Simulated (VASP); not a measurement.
Wanted: the native input for a VASP 6.6.1 run.

```yaml
Task: single point
Functional: PBE
Potentials_or_basis: VASP PAW PBE potentials, release 64 (K_sv, Br)
Cutoff: 520 eV
k_mesh: 2 × 2 × 2, shifted
Occupations: fermi-dirac, width 0.2241 eV
Spin: no spin polarisation
Dipole_correction: no
Further_INCAR_settings: LREAL = Auto; ALGO = Normal; EDIFF = 1e-06; NBANDS = 78
```

The structure of KBr lies in POSCAR:

```
KBr
1.0
    0.0000000000      6.7975645603      6.7975645603
    6.7975645603      0.0000000000      6.7975645603
    6.7975645603      6.7975645603      0.0000000000
K Br
8 8
Direct
    0.0452620195     -0.0154963589     -0.0802111543
    0.0124701280     -0.0639351780      0.6655877204
   -0.0093117174      0.4755744460      0.0229310069
    0.0181898971      0.5459292026      0.5281888783
    0.5026836405      0.0457819116     -0.0211526494
    0.4030733325      0.0401764481      0.5264298659
    0.5660103653      0.5374936814     -0.0479852743
    0.5595796798      0.3548144308      0.5129072286
    0.1760691626      0.1569121544      0.3223737679
    0.2506377078      0.2221352937      0.7556206277
    0.2346029943      0.8483229470      0.1633944025
    0.3337745423      0.6203274662      0.7945757561
    0.7397200064      0.3000921112      0.2152243626
    0.8048517894      0.2600946242      0.7303958581
    0.7124114758      0.7629900318      0.2902137939
    0.7000001924      0.8681048113      0.6759938003
```

This cell differs from its parent crystal: dynamics (nvt nose hoover) at 2600 K, volume x 1.1, from the last frame before.

The input as run:

INCAR

```
SYSTEM = KBr
PREC = Accurate
ENCUT = 520
EDIFF = 1E-6
ISMEAR = -1
SIGMA = 0.2241
LREAL = Auto
LASPH = .TRUE.
NELM = 80
ALGO = Normal
ISIF = 2
LWAVE = .FALSE.
LCHARG = .FALSE.
GGA = PE
NBANDS = 78
```

KPOINTS

```
Automatic mesh
0
Gamma
  2 2 2
  0.5 0.5 0.5
```

Potentials or basis: VASP PAW PBE potentials, release 64 (K_sv, Br).

Launch:

```sh
$ cat potpaw_PBE.64/K_sv/POTCAR potpaw_PBE.64/Br/POTCAR > POTCAR
$ mpirun -np 1 vasp_std > vasp.out
```

It gave:

```yaml
Pressure: 1.5 GPa
Largest_force: 1.790 eV/Å
Band_gap_on_the_k_mesh: 3.29 eV (least direct gap 3.29 eV)
```

Caveat: the atoms stand as in a frame of molecular dynamics; a shifted mesh leaves out Γ, where band edges can lie; forces of over 1 eV/Å act on the atoms, so gaps and moduli don't describe the material at rest.

Wall time 36 min on 1 thread of AMD EPYC 7R43 64-Core Processor (Zen 3), on a shared host, peak memory 0.93 GiB.
